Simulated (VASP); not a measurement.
# Si2Mo (P6_222) in VASP: a series of runs, part 2 of 2

VASP 6.6.1. The steps go on from the part before.

## (4) Single point, r2SCAN

Input file POSCAR:

```
Si2Mo
1.0
    4.5840216862      0.0000000000      0.0000000000
   -2.2920108431      3.9698792317      0.0000000000
    0.0000000000      0.0000000000      6.5770742336
Si Mo
6 3
Direct
    0.1638644045      0.8361355955      0.8333333333
    0.3277288090      0.1638644045      0.1666666667
    0.8361355955      0.6722711910      0.5000000000
    0.8361355955      0.1638644045      0.8333333333
    0.6722711910      0.8361355955      0.1666666667
    0.1638644045      0.3277288090      0.5000000000
    0.5000000000      0.0000000000      0.5000000000
    0.0000000000      0.5000000000      0.1666666667
    0.5000000000      0.5000000000      0.8333333333
```

Input file INCAR.step1:

```
SYSTEM = Si2Mo
PREC     = Accurate       ! precision mode
ENCUT    = 520            ! plane-wave cutoff, eV
ISMEAR   = -1             ! smearing method
SIGMA    = 0.02           ! smearing width, eV
LREAL    = .False.        ! projectors in reciprocal space
LASPH    = .True.         ! aspherical terms in the spheres
NELM     = 80             ! most SCF steps
NBANDS   = 43             ! bands
GGA      = PE             ! functional
ALGO     = Normal         ! electronic algorithm
EDIFF    = 1E-4           ! SCF threshold, eV
LWAVE    = .True.         ! write WAVECAR
LCHARG   = .False.        ! write CHGCAR
```

Input file INCAR.step2:

```
SYSTEM = Si2Mo
PREC     = Accurate       ! precision mode
ENCUT    = 520            ! plane-wave cutoff, eV
EDIFF    = 1E-7           ! SCF threshold, eV
ISMEAR   = -1             ! smearing method
SIGMA    = 0.02           ! smearing width, eV
LREAL    = .False.        ! projectors in reciprocal space
LASPH    = .True.         ! aspherical terms in the spheres
NELM     = 80             ! most SCF steps
ALGO     = Normal         ! electronic algorithm
ISIF     = 2              ! what is computed and relaxed
LWAVE    = .False.        ! write WAVECAR
LCHARG   = .False.        ! write CHGCAR
METAGGA  = R2SCAN         ! meta-GGA
LMIXTAU  = .True.       
NBANDS   = 43             ! bands
ISTART   = 1
```

Input file KPOINTS:

```
regular mesh
0
Gamma
  6 6 4
  0 0 0
```

Potentials or basis: VASP PAW PBE potentials, release 64 (Si, Mo_sv).

Launch:

```bash
> cat potpaw_PBE.64/Si/POTCAR potpaw_PBE.64/Mo_sv/POTCAR > POTCAR
> cp INCAR.step1 INCAR
> mpirun -np 1 vasp_std > vasp.out
> cp INCAR.step2 INCAR
> mpirun -np 1 vasp_std > vasp.out
```

OUTCAR:

```text
SYSTEM = Si2Mo
   PREC = Accurate
   ENCUT = 520
   EDIFF = 1E-7
   ISMEAR = -1
   LREAL = .False.
   LASPH = .True.
   NELM = 80
   ISIF = 2
   METAGGA = R2SCAN
   ISTART = 1

 ion  position               nearest neighbor table
   1  0.164  0.836  0.833-   3 2.55   2 2.55   7 2.57   8 2.57   4 2.60   9 2.64   9 2.64   9 2.67
                             4 2.67   4 2.67   6 3.14   5 3.14
   2  0.328  0.164  0.167-   6 2.55   1 2.55   7 2.57   9 2.57   5 2.60   8 2.64   8 2.64   8 2.67
                             5 2.67   5 2.67   3 3.14   4 3.14
   3  0.836  0.672  0.500-   5 2.55   1 2.55   9 2.57   8 2.57   6 2.60   7 2.64   7 2.64   7 2.67
                             6 2.67   6 2.67   4 3.14   2 3.14
   4  0.836  0.164  0.833-   6 2.55   5 2.55   7 2.57   8 2.57   1 2.60   9 2.64   9 2.64   9 2.67
                             1 2.67   1 2.67   3 3.14   2 3.14
   5  0.672  0.836  0.167-   3 2.55   4 2.55   7 2.57   9 2.57   2 2.60   8 2.64   8 2.64   8 2.67
                             2 2.67   2 2.67   6 3.14   1 3.14
   6  0.164  0.328  0.500-   2 2.55   4 2.55   9 2.57   8 2.57   3 2.60   7 2.64   7 2.64   7 2.67
                             3 2.67   3 2.67   5 3.14   1 3.14
   7  0.500  0.000  0.500-   1 2.57   4 2.57   2 2.57   5 2.57   3 2.64   6 2.64   6 2.64   3 2.64
                             6 2.67   3 2.67   8 3.17   9 3.17   9 3.17   8 3.17
   8  0.000  0.500  0.167-   3 2.57   6 2.57   4 2.57   1 2.57   2 2.64   5 2.64   2 2.64   5 2.64
                             5 2.67   2 2.67   7 3.17   7 3.17   9 3.17   9 3.17
   9  0.500  0.500  0.833-   3 2.57   6 2.57   5 2.57   2 2.57   4 2.64   1 2.64   1 2.64   4 2.64
                             1 2.67   4 2.67   7 3.17   7 3.17   8 3.17   8 3.17

  LATTYP: Found a hexagonal cell.
 ALAT       =     4.5840216862
 C/A-ratio  =     1.4347825302

  Lattice vectors:

 A1 = (   4.5840216862,   0.0000000000,   0.0000000000)
 A2 = (  -2.2920108431,   3.9698792317,   0.0000000000)
 A3 = (   0.0000000000,   0.0000000000,   6.5770742336)

Analysis of symmetry for initial positions (statically):
=====================================================================
 Subroutine PRICEL returns:
 Original cell was already a primitive cell.

 Routine SETGRP: Setting up the symmetry group for a
 hexagonal supercell.

 Subroutine GETGRP returns: Found 12 space group operations
 (whereof  4 operations were pure point group operations)
 out of a pool of 24 trial point group operations.

The static configuration has the point symmetry D_2 .
 The point group associated with its full space group is D_6 .

Analysis of symmetry for dynamics (positions and initial velocities):
=====================================================================
 Subroutine PRICEL returns:
 Original cell was already a primitive cell.

 Routine SETGRP: Setting up the symmetry group for a
 hexagonal supercell.

 Subroutine GETGRP returns: Found 12 space group operations
 (whereof  4 operations were pure point group operations)
 out of a pool of 24 trial point group operations.

The dynamic configuration has the point symmetry D_2 .
 The point group associated with its full space group is D_6 .

 Subroutine INISYM returns: Found 12 space group operations
 (whereof  4 operations are pure point group operations),
 and found     1 'primitive' translations

----------------------------------------------------------------------------------------

                                     Primitive cell

  volume of cell :     119.6897

[... 82 lines left out ...]
   total plane-waves  NPLWV =  64800
   dimension x,y,z NGX =    36 NGY =   36 NGZ =   50
   dimension x,y,z NGXF=    72 NGYF=   72 NGZF=  100
   ions per type =               6   3
   NGX,Y,Z   is equivalent  to a cutoff of  13.06, 13.06, 12.64 a.u.
   NGXF,Y,Z  is equivalent  to a cutoff of  26.11, 26.11, 25.28 a.u.
 SYSTEM =  Si2Mo
   PREC   = accura    normal or accurate (medium, high low for compatibility)
   ISTART =      1    job   : 0-new  1-cont  2-samecut
   ICHARG =      0    charge: 1-file 2-atom 10-const
   ISPIN  =      1    spin polarized calculation?
   LNONCOLLINEAR =      F non collinear calculations
   LSORBIT =      F    spin-orbit coupling
   LASPH  =      T    aspherical Exc in radial PAW
   ENCUT  =  520.0 eV  38.22 Ry    6.18 a.u.   8.52  8.52 12.23*2*pi/ulx,y,z
   NELM   =     80;   NELMIN=  2; NELMDL=  0     # of ELM steps
   EDIFF  = 0.1E-06   stopping-criterion for ELM
   LREAL  =      F    real-space projection
   EDIFFG = 0.1E-05   stopping-criterion for IOM
   NSW    =      0    number of steps for IOM
   IBRION =     -1    ionic relax: 0-MD 1-quasi-New 2-CG
   NFREE  =      0    steps in history (QN), initial steepest desc. (CG)
   ISIF   =      2    stress and relaxation
   ISYM   =      2    0-nonsym 1-usesym 2-fastsym
   POTIM  = 0.5000    time-step for ionic-motion
   TEBEG  =    0.0;   TEEND  =   0.0 temperature during run
   PSTRESS=    0.0 pullay stress
   NELECT =      66.0000    total number of electrons
   NUPDOWN=      -1.0000    fix difference up-down
   EMIN   =  10.00;   EMAX   =-10.00  energy-range for DOS
   EFERMI =   0.00;   METHOD = LEGACY
   ISMEAR =    -1;   SIGMA  =   0.02  broadening in eV -4-tet -1-fermi 0-gaus
   EFERMI_NEDOS =   21; number of points for ismear=-14 and -15
   IALGO  =     38    algorithm
   IMIX   =      4    mixing-type and parameters
     AMIX     =   0.40;   BMIX     =  1.00
     AMIX_MAG =   1.60;   BMIX_MAG =  1.00
  volume/ion in A,a.u.               =      13.30        89.75
  Fermi-wavevector in a.u.,A,eV,Ry     =   1.342468  2.536896 24.520692  1.802220
  Thomas-Fermi vector in A             =   2.470619
   LORBIT       =      0    0 simple, 1 ext, 2 COOP (PROOUT), +10 PAW based schemes
   METAGGA = R2SCAN    functional components
   LHFCALC =     F    Hartree Fock is set to
   AEXX    =    0.0000 exact exchange contribution
   IVDW    =     0    specifies the selected vdW correction
   LEPSILON=     F    determine dielectric tensor
   LRPA    =     F    only Hartree local field effects (RPA)
 non-spin polarized calculation
  energy-cutoff  :      520.00
  volume of cell :      119.69
 maximum number of plane-waves:      3300
 NGX is ok and might be reduce to    36
   NGX = 17   NGY = 17   NGZ = 25

 number of electron      65.9999996 magnetization

 Free energy of the ion-electron system (eV)
  ---------------------------------------------------
  ext. energy  EPLUGINS =         0.00000000
  ---------------------------------------------------
  free energy    TOTEN  =      -134.77128286 eV

  energy without entropy =     -134.77110541  energy(sigma->0) =     -134.77119413

 E-fermi :  12.9976     XC(G=0): -13.4276

 val. band max:       12.9218478780   @ k =   0.5000   0.0000   0.5000
 cond. band min:      13.0732611841   @ k =   0.5000   0.0000   0.0000
 fundamental gap:      0.1514133061
 Fermi energy:        12.9975545333

 k-point     1 :       0.0000    0.0000    0.0000
  band No.  band energies     occupation
      1     -50.1244      2.00000
      2     -50.0899      2.00000
      3     -50.0899      2.00000
      4     -23.6623      2.00000
      5     -23.6600      2.00000
      6     -23.6600      2.00000
[... 955 lines left out ...]
     42      16.4200      0.00000
     43      16.7084      0.00000

------------------------ aborting loop because EDIFF is reached ----------------------------------------

  FORCE on cell =-STRESS in cart. coord.  units (eV):
  Direction    XX          YY          ZZ          XY          YZ          ZX
  --------------------------------------------------------------------------------------
  -------------------------------------------------------------------------------------
  Total        0.3009975      0.3009975      0.2842515      0.0000000      0.0000000      0.0000000
  in kB        4.0291813      4.0291813      3.8050178      0.0000000      0.0000000      0.0000000
  external PRESSURE =       3.9544602 kB  Pullay stress =       0.0000000 kB

 VOLUME and BASIS-vectors are now :
 -----------------------------------------------------------------------------
  energy-cutoff  :      520.00
  volume of cell :      119.69
      direct lattice vectors                 reciprocal lattice vectors
     4.584021686  0.000000000  0.000000000     0.218149055  0.125948416  0.000000000
    -2.292010843  3.969879232  0.000000000     0.000000000  0.251896832  0.000000000
     0.000000000  0.000000000  6.577074234     0.000000000  0.000000000  0.152043289

 POSITION                                       TOTAL-FORCE (eV/Angst)
 -----------------------------------------------------------------------------------
     -1.16527      3.31936      5.48090        -0.007787      0.004496      0.000000
      1.12674      0.65052      1.09618        -0.007787     -0.004496     -0.000000
      2.29201      2.66884      3.28854        -0.000000      0.008992      0.000000
      3.45728      0.65052      5.48090         0.007787     -0.004496      0.000000
      1.16527      3.31936      1.09618         0.007787      0.004496      0.000000
      0.00000      1.30104      3.28854         0.000000     -0.008992      0.000000
      2.29201      0.00000      3.28854         0.000000     -0.000000      0.000000
     -1.14601      1.98494      1.09618         0.000000     -0.000000      0.000000
      1.14601      1.98494      5.48090         0.000000     -0.000000      0.000000
 -----------------------------------------------------------------------------------
    total drift:                               -0.000000     -0.000000      0.000000

  FREE ENERGIE OF THE ION-ELECTRON SYSTEM (eV)
  ---------------------------------------------------
  free  energy   TOTEN  =      -134.7712828590 eV

  energy  without entropy=     -134.7711054055  energy(sigma->0) =     -134.77119413
```

Run time: 3 min. Hardware: 1 thread of Intel Xeon 6975P-C (Granite Rapids), shared host; peak memory 0.29 GiB.

What came out:

```yaml
Free_energy: -134.7713 eV
Pressure: 0.4 GPa
Largest_force: 0.009 eV/Å
Band_gap_on_the_k_mesh: 0.15 eV (least direct gap 0.69 eV)
```

Forces in eV/Å, atoms in the order of the input:
```
Si  -0.008  0.004  0.000
Si  -0.008 -0.004  0.000
Si   0.000  0.009  0.000
Si   0.008 -0.004  0.000
Si   0.008  0.004  0.000
Si   0.000 -0.009  0.000
Mo   0.000  0.000  0.000
Mo   0.000  0.000  0.000
Mo   0.000  0.000  0.000
```

Caveat: the PAW data sets were made with another functional, which shifts forces and pressure a little. A k mesh can miss the band edges.

## (5) Single point, PBE, non-collinear spin, zero start, spin-orbit coupling

Input file INCAR:

```
SYSTEM = Si2Mo
PREC     = Accurate       ! precision mode
ENCUT    = 520            ! plane-wave cutoff, eV
EDIFF    = 1E-6           ! SCF threshold, eV
ISMEAR   = -1             ! smearing method
SIGMA    = 0.02           ! smearing width, eV
LREAL    = .False.        ! projectors in reciprocal space
LASPH    = .True.         ! aspherical terms in the spheres
NELM     = 150            ! most SCF steps
ALGO     = Normal         ! electronic algorithm
ISIF     = 2              ! what is computed and relaxed
LWAVE    = .False.        ! write WAVECAR
LCHARG   = .False.        ! write CHGCAR
LNONCOLLINEAR= .True.         ! non-collinear magnetism
MAGMOM   = 0 0 0 0 0 0 0 0 0 0 0 0 0 0 0 0 0 0 0 0 0 0 0 0 0 0 0 ! initial moments
LORBIT   = 11             ! projections on sites
LSORBIT  = .True.         ! spin-orbit coupling
GGA_COMPAT= .False.      
LORBMOM  = .True.       
LMAXMIX  = 4              ! l up to which the mixer works
GGA      = PE             ! functional
NBANDS   = 85             ! bands
```

Input file KPOINTS:

```
Automatic mesh
0
Gamma
  6 6 4
  0 0 0
```

Edit POSCAR of step 4 so:

```diff
@@ -2,5 +2,5 @@
 1.0
-    4.5840216862      0.0000000000      0.0000000000
-   -2.2920108431      3.9698792317      0.0000000000
-    0.0000000000      0.0000000000      6.5770742336
+    4.5840216855      0.0000000000      0.0000000000
+   -2.2920108427      3.9698792311      0.0000000000
+    0.0000000000      0.0000000000      6.5770742344
 Si Mo
```

Launch:

```bash
> cat potpaw_PBE.64/Si/POTCAR potpaw_PBE.64/Mo_sv/POTCAR > POTCAR
> mpirun -np 1 vasp_ncl > vasp.out
```

It took 6.7 min on 1 thread of Oxide Virtual Turin-like, shared host; peak memory 0.64 GiB.

It converged, with:

- Free energy: -69.8040 eV
- Pressure: 3.9 GPa
- Largest force: 0.006 eV/Å
- Net moment: 0.00 μB per cell
- Valence electrons inside the program's atomic spheres: Si 1.62; Mo 12.70

Forces on the atoms (eV/Å):
```
Si   0.005 -0.003  0.000
Si   0.005  0.003  0.000
Si   0.000 -0.006  0.000
Si  -0.005  0.003  0.000
Si  -0.005 -0.003  0.000
Si   0.000  0.006  0.000
Mo   0.000  0.000  0.000
Mo   0.000  0.000  0.000
Mo   0.000  0.000  0.000
```

Stress tensor (GPa, compression positive):
```
3.97 0.00 0.00
0.00 3.97 0.00
0.00 0.00 3.89
```

Moments on the atoms (μB; x, y, z):
```
Si  0.00 0.00 0.00
Si  0.00 0.00 0.00
Si  0.00 0.00 0.00
Si  0.00 0.00 0.00
Si  0.00 0.00 0.00
Si  0.00 0.00 0.00
Mo  0.00 0.00 0.00
Mo  0.00 0.00 0.00
Mo  0.00 0.00 0.00
```

Caveat: the cell stands under pressure.

## (6) Overview

| level | potentials or basis | spin | cell | gap on the mesh (eV) | pressure (GPa) | largest force (eV/Å) |
| --- | --- | --- | --- | --- | --- | --- |
| LDA | VASP PAW LDA potentials, release 64 (Si, Mo_sv) | off | a = 4.584, b = 4.584, c = 6.577 Å, angles 90.0, 90.0, 120.0°, 9 atoms, atomic positions A | 0.02 | -4.1 | 0.05 |
| PBE | VASP PAW PBE potentials, release 64 (Si, Mo_sv) | off | a = 4.613, b = 4.613, c = 6.610 Å, angles 90.0, 90.0, 120.0°, 9 atoms, atomic positions B | 0.06 | 0.2 | - |
| r2SCAN | VASP PAW PBE potentials, release 64 (Si, Mo_sv) | off | a = 4.584, b = 4.584, c = 6.577 Å, angles 90.0, 90.0, 120.0°, 9 atoms, atomic positions A | 0.15 | 0.4 | 0.01 |
| PBE | VASP PAW PBE potentials, release 64 (Si, Mo_sv) | non-collinear, zero start, SOC | a = 4.584, b = 4.584, c = 6.577 Å, angles 90.0, 90.0, 120.0°, 9 atoms, atomic positions A | - | 3.9 | 0.01 |

Alike in all rows: task single point; k mesh 6 × 6 × 4; cutoff (eV) 520; smearing fermi-dirac 0.02 eV.

Caveats: the cell stands under tension (at least some runs); the PAW data sets were made with another functional, which shifts forces and pressure a little (at least some runs); the cell stands under pressure (at least some runs).

Absolute energies hang on the potentials; compare differences alone.
